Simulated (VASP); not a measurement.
Runs of VASP 6.6.1 on SiO2. The structure is that of space group P6_322 (No. 182), or close to it. The cells are those of the table. 

```tsv
task	cell	cutoff (eV)	smearing	gap on the mesh (eV)	pressure (GPa)	largest force (eV/Å)
relaxation of cell and atoms	relaxed to 30 GPa from a = 4.468, b = 4.468, c = 8.234 Å, angles 90.0, 90.0, 120.0°, 12 atoms	600	gaussian 0.02 eV	5.86	30.0	0.01
single point	a = 5.099, b = 5.099, c = 8.629 Å, angles 90.0, 90.0, 120.0°, 12 atoms	520	gaussian 0.05 eV	5.46	(a)	0.01
single point	a = 4.424, b = 4.424, c = 8.267 Å, angles 90.0, 90.0, 120.0°, 12 atoms	520	gaussian 0.02 eV	5.86	30.4	0.06
relaxation of cell and atoms	relaxed to 15 GPa from a = 4.608, b = 4.608, c = 8.317 Å, angles 90.0, 90.0, 120.0°, 12 atoms	600	gaussian 0.02 eV	5.77	15.0	-
single point	a = 4.733, b = 4.733, c = 8.542 Å, angles 90.0, 90.0, 120.0°, 12 atoms	520	gaussian 0.02 eV	(b)	8.2	0.04
single point	a = 4.589, b = 4.589, c = 8.456 Å, angles 90.0, 90.0, 120.0°, 12 atoms	520	gaussian 0.02 eV	5.77	15.3	0.04
relaxation of shape and atoms at fixed volume	relaxed from a = 5.048, b = 5.048, c = 8.541 Å, angles 90.0, 90.0, 120.0°, 12 atoms	600	gaussian 0.02 eV	(c)	1.1	-
```

Alike in all rows: level PBE; potentials or basis VASP PAW PBE potentials, release 64 (Si, O); no spin polarisation; k mesh 6 × 6 × 4.

Q: Estimate the missing entries.

A: (a) 0.1; (b) 5.68; (c) 5.50.

Caveats: the cell is relaxed towards a set pressure, so the enthalpy falls and the energy may rise (some runs).

A k mesh can miss the band edges.
